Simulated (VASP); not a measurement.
# Cs (Immm) in VASP: single point with LDA

Aim: the single point of Cs with LDA.

Everything below comes from runs of VASP 6.6.1. Logs are shortened: lines on timing, memory, paths and dates and some standing lists are left out, and cuts for length are marked.

## Step 1: The cell of the first run

Symmetry: Immm, No. 71, orthorhombic system. Conventional cell: a = 5.479 Å, b = 5.688 Å, c = 7.897 Å, α = 90.00°, β = 90.00°, γ = 90.00°.

## Step 2: Single point, LDA (strain +0.0375 x Voigt [0, 0, 0, 0, 1, 0])

Input file INCAR:

```
ALGO = Normal ; EDIFF = 1E-6
ENCUT = 520 ; GGA = CA
ISIF = 2 ; ISMEAR = 0
LASPH = True ; LCHARG = False
LREAL = False ; LWAVE = False
NBANDS = 10 ; NELM = 100
PREC = Accurate ; SIGMA = 0.15
```

Input file KPOINTS:

```
k-points
0
Gamma
  10 10 10
```

Input file POSCAR:

```
Cs
1.0
    0.0740312951      3.9483357400      3.9483357400
    4.0223670351      0.0000000000      4.0223670351
    3.9483357400      3.9483357400      0.0740312951
Cs
1
Direct
    0.0000000000      0.0000000000      0.0000000000
```

Potentials or basis: VASP PAW LDA potentials, release 64 (Cs_sv).

Command:

```console
cat potpaw_LDA.64/Cs_sv/POTCAR > POTCAR
mpirun -np 1 vasp_std > vasp.out
```

OUTCAR:

```text
EDIFF = 1E-6
   ENCUT = 520
   GGA = CA
   ISIF = 2
   ISMEAR = 0
   LASPH = True
   LREAL = False
   NELM = 100
   PREC = Accurate

 ion  position               nearest neighbor table
   1  0.000  0.000  0.000-

  LATTYP: Found a body centered orthorhombic cell.
 ALAT       =     5.4790938907
 B/A-ratio  =     1.0382165605
 C/A-ratio  =     1.4412367515

  Lattice vectors:

 A1 = (   0.0740312951,  -3.9483357400,   3.9483357400)
 A2 = (  -0.0740312951,  -3.9483357400,  -3.9483357400)
 A3 = (   3.9483357400,   3.9483357400,   0.0740312951)

Analysis of symmetry for initial positions (statically):
=====================================================================
 Subroutine PRICEL returns:
 Original cell was already a primitive cell.

 Routine SETGRP: Setting up the symmetry group for a
 body centered orthorhombic supercell.

 Subroutine GETGRP returns: Found  8 space group operations
 (whereof  8 operations were pure point group operations)
 out of a pool of  8 trial point group operations.

The static configuration has the point symmetry D_2h.

Analysis of symmetry for dynamics (positions and initial velocities):
=====================================================================
 Subroutine PRICEL returns:
 Original cell was already a primitive cell.

 Routine SETGRP: Setting up the symmetry group for a
 body centered orthorhombic supercell.

 Subroutine GETGRP returns: Found  8 space group operations
 (whereof  8 operations were pure point group operations)
 out of a pool of  8 trial point group operations.

The dynamic configuration has the point symmetry D_2h.

 Subroutine INISYM returns: Found  8 space group operations
 (whereof  8 operations are pure point group operations),
 and found     1 'primitive' translations

----------------------------------------------------------------------------------------

                                     Primitive cell

  volume of cell :     123.0607

  direct lattice vectors                    reciprocal lattice vectors
     0.074031295  3.948335740  3.948335740    -0.129055423  0.126635634  0.129055423
     4.022367035  0.000000000  4.022367035     0.124304917 -0.126635634  0.124304917
     3.948335740  3.948335740  0.074031295     0.129055423  0.126635634 -0.129055423

  length of vectors
     5.584280694  5.688486014  5.584280694     0.222142271  0.216656430  0.222142271

  position of ions in fractional coordinates (direct lattice)
     0.000000000  0.000000000  0.000000000

  ion indices of the primitive-cell ions
   primitive index   ion index
                 1           1
[... 73 lines left out ...]
   LREAL  =      F    real-space projection
   EDIFFG = 0.1E-04   stopping-criterion for IOM
   NSW    =      0    number of steps for IOM
   IBRION =     -1    ionic relax: 0-MD 1-quasi-New 2-CG
   NFREE  =      0    steps in history (QN), initial steepest desc. (CG)
   ISIF   =      2    stress and relaxation
   ISYM   =      2    0-nonsym 1-usesym 2-fastsym
   POTIM  = 0.5000    time-step for ionic-motion
   TEBEG  =    0.0;   TEEND  =   0.0 temperature during run
   PSTRESS=    0.0 pullay stress
   NELECT =       9.0000    total number of electrons
   NUPDOWN=      -1.0000    fix difference up-down
   EMIN   =  10.00;   EMAX   =-10.00  energy-range for DOS
   EFERMI =   0.00;   METHOD = LEGACY
   ISMEAR =     0;   SIGMA  =   0.15  broadening in eV -4-tet -1-fermi 0-gaus
   EFERMI_NEDOS =   21; number of points for ismear=-14 and -15
   IALGO  =     38    algorithm
   IMIX   =      4    mixing-type and parameters
     AMIX     =   0.40;   BMIX     =  1.00
     AMIX_MAG =   1.60;   BMIX_MAG =  1.00
  volume/ion in A,a.u.               =     123.06       830.45
  Fermi-wavevector in a.u.,A,eV,Ry     =   0.684619  1.293743  6.377100  0.468704
  Thomas-Fermi vector in A             =   1.764325
   LORBIT       =      0    0 simple, 1 ext, 2 COOP (PROOUT), +10 PAW based schemes
   GGA     = CA    functional components
   LHFCALC =     F    Hartree Fock is set to
   AEXX    =    0.0000 exact exchange contribution
   IVDW    =     0    specifies the selected vdW correction
   LEPSILON=     F    determine dielectric tensor
   LRPA    =     F    only Hartree local field effects (RPA)
 non-spin polarized calculation
 Gauss-broadening in eV      SIGMA  =   0.15
  energy-cutoff  :      520.00
  volume of cell :      123.06
 maximum number of plane-waves:      3337
 NGX is ok and might be reduce to    42
   NGX = 21   NGY = 21   NGZ = 21

 number of electron       9.0000000 magnetization

 Free energy of the ion-electron system (eV)
  ---------------------------------------------------
  ext. energy  EPLUGINS =         0.00000000
  ---------------------------------------------------
  free energy    TOTEN  =        -0.95996669 eV

  energy without entropy =       -0.94493587  energy(sigma->0) =       -0.95245128

 E-fermi :   0.1161     XC(G=0):  -5.3707

 val. band max:        0.1039429307   @ k =   0.1000  -0.4000   0.1000
 cond. band min:       0.1213567540   @ k =   0.5000   0.0000   0.0000
 fundamental gap:      0.0174138234
 Fermi energy:         0.1161466256

 k-point     1 :       0.0000    0.0000    0.0000
  band No.  band energies     occupation
      1     -23.7369      2.00000
      2     -10.4857      2.00000
      3     -10.4826      2.00000
      4     -10.4786      2.00000
      5      -1.4879      2.00000
      6       2.3747      0.00000
      7       2.4665      0.00000
      8       2.5801      0.00000
      9       3.4812      0.00000
     10       3.4816      0.00000
[... 287 lines left out ...]
 k-point    24 :      -0.3000    0.2000   -0.0000
  band No.  band energies     occupation
      1     -23.7323      2.00000
      2     -10.5675      2.00000
      3     -10.5248      2.00000
      4     -10.4986      2.00000
      5      -0.0397      1.85824
      6       1.3724      0.00000
      7       1.7612      0.00000
      8       2.6745      0.00000
      9       3.4163      0.00000
     10       4.1092      0.00000

 [... further k-points ...]
[... 5 lines left out ...]
  --------------------------------------------------------------------------------------
  -------------------------------------------------------------------------------------
  Total       -0.3085639     -0.3094961     -0.3085639      0.0000000      0.0000000     -0.0244771
  in kB       -4.0173182     -4.0294541     -4.0173182      0.0000000      0.0000000     -0.3186776
  external PRESSURE =      -4.0213635 kB  Pullay stress =       0.0000000 kB

 VOLUME and BASIS-vectors are now :
 -----------------------------------------------------------------------------
  energy-cutoff  :      520.00
  volume of cell :      123.06
      direct lattice vectors                 reciprocal lattice vectors
     0.074031295  3.948335740  3.948335740    -0.129055423  0.126635634  0.129055423
     4.022367035  0.000000000  4.022367035     0.124304917 -0.126635634  0.124304917
     3.948335740  3.948335740  0.074031295     0.129055423  0.126635634 -0.129055423

 POSITION                                       TOTAL-FORCE (eV/Angst)
 -----------------------------------------------------------------------------------
      0.00000      0.00000      0.00000        -0.000000      0.000000     -0.000000
 -----------------------------------------------------------------------------------
    total drift:                               -0.000000     -0.000000     -0.000000

  FREE ENERGIE OF THE ION-ELECTRON SYSTEM (eV)
  ---------------------------------------------------
  free  energy   TOTEN  =        -0.9599666861 eV

  energy  without entropy=       -0.9449358722  energy(sigma->0) =       -0.95245128
```

OSZICAR:

```text
N       E                     dE             d eps       ncg     rms          rms(c)
DAV:   1     0.521806523479E+02    0.52181E+02   -0.28443E+03  3420   0.615E+02
DAV:   2     0.441831958795E+01   -0.47762E+02   -0.46462E+02  4328   0.107E+02
DAV:   3    -0.876998581664E+00   -0.52953E+01   -0.52880E+01  3928   0.412E+01
DAV:   4    -0.959533557554E+00   -0.82535E-01   -0.82516E-01  4482   0.611E+00
DAV:   5    -0.960000332607E+00   -0.46678E-03   -0.46675E-03  4768   0.408E-01    0.122E-01
DAV:   6    -0.959755972550E+00    0.24436E-03   -0.11269E-03  4630   0.150E-01    0.811E-02
DAV:   7    -0.959931324291E+00   -0.17535E-03   -0.22249E-03  4704   0.209E-01    0.322E-02
DAV:   8    -0.959965354666E+00   -0.34030E-04   -0.65195E-05  4060   0.491E-02    0.420E-03
DAV:   9    -0.959966523182E+00   -0.11685E-05   -0.30962E-06  4714   0.831E-03    0.236E-03
DAV:  10    -0.959966686125E+00   -0.16294E-06   -0.82287E-07  3324   0.425E-03
   1 F= -.95996669E+00 E0= -.95245128E+00  d E =-.150308E-01
```

Run time: 2 min. Hardware: 1 thread of Intel Xeon Platinum 8259CL at 2.50GHz (Skylake/Cascade Lake), shared host; peak memory 0.34 GiB.

Results:

| Property | Result |
| --- | --- |
| Free energy | -0.9600 eV |
| Pressure | -0.4 GPa |

Levels at points of the mesh, in eV from the Fermi level:
| k point | band 1 | band 2 | band 3 | band 4 | band 5 | band 6 | band 7 | band 8 | band 9 | band 10 |
| --- | --- | --- | --- | --- | --- | --- | --- | --- | --- | --- |
| (0.00, 0.00, 0.00) | -23.85 | -10.60 | -10.60 | -10.59 | -1.60 | 2.26 | 2.35 | 2.46 | 3.37 | 3.37 |
| (0.50, 0.00, 0.00) | -23.85 | -10.71 | -10.62 | -10.62 | 0.01 | 0.83 | 2.14 | 2.28 | 4.07 | 4.09 |
| (0.00, 0.50, 0.00) | -23.85 | -10.71 | -10.61 | -10.61 | -0.07 | 0.74 | 2.19 | 2.34 | 3.98 | 4.15 |
| (0.50, 0.50, 0.00) | -23.85 | -10.70 | -10.64 | -10.64 | 0.34 | 1.07 | 1.39 | 3.84 | 3.84 | 3.86 |
| (0.50, 0.00, 0.50) | -23.85 | -10.70 | -10.64 | -10.63 | 0.33 | 1.06 | 1.38 | 3.66 | 3.89 | 4.01 |

Caveat: the cell differs from its parent crystal (strain +0.0375 x Voigt [0, 0, 0, 0, 1, 0]); spin-orbit coupling is left out, which moves the levels of the heavy elements.
